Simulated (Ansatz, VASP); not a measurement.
# One calculation of Mg2WN3, two programs

```xyz
6
Lattice="5.1707 0.0000 0.0000 -2.5853 4.4779 0.0000 0.0000 0.0000 2.9081" Properties=species:S:1:pos:R:3 pbc="T T T"
Mg    2.5853    1.4926    0.0000
Mg    0.0000    2.9853    0.0000
W     0.0000    0.0000    0.0000
N    -1.2927    2.2390    1.4541
N     1.2927    2.2390    1.4541
N     2.5853    0.0000    1.4541
```

Change from the starting cell: species swapped into the TbAl3Cu2 type (P6/mmm, No. 191).

Alike in both runs: functional PBE; k mesh 12 × 12 × 12; occupations gaussian, width 0.1 eV; no spin polarisation.

Ansatz relaxed the structure, and its values are those at the end. VASP's run is a single point on that final structure, the one shown.

```csv
,VASP,Ansatz
version,VASP 6.6.1,Ansatz 0.2.0
potentials or method,"VASP PAW PBE potentials, release 64 (Mg, W_sv, N), cutoff 520 eV","scalar-relativistic, plane waves, PAW"
valence electrons in the cell,33,49
```

```tsv
	VASP	Ansatz	Ansatz less VASP
gap on the k mesh at the Fermi level (eV)	none	none	-
pressure (GPa)	-0.1	0.0	+0.14
```

A gap of «none» marks a metal or a gap that the smearing closes. VASP's potentials hold 33 valence electrons a cell and Ansatz's 49, so a difference there can come from the potentials and not from the codes.

Neither program's run includes spin-orbit coupling.
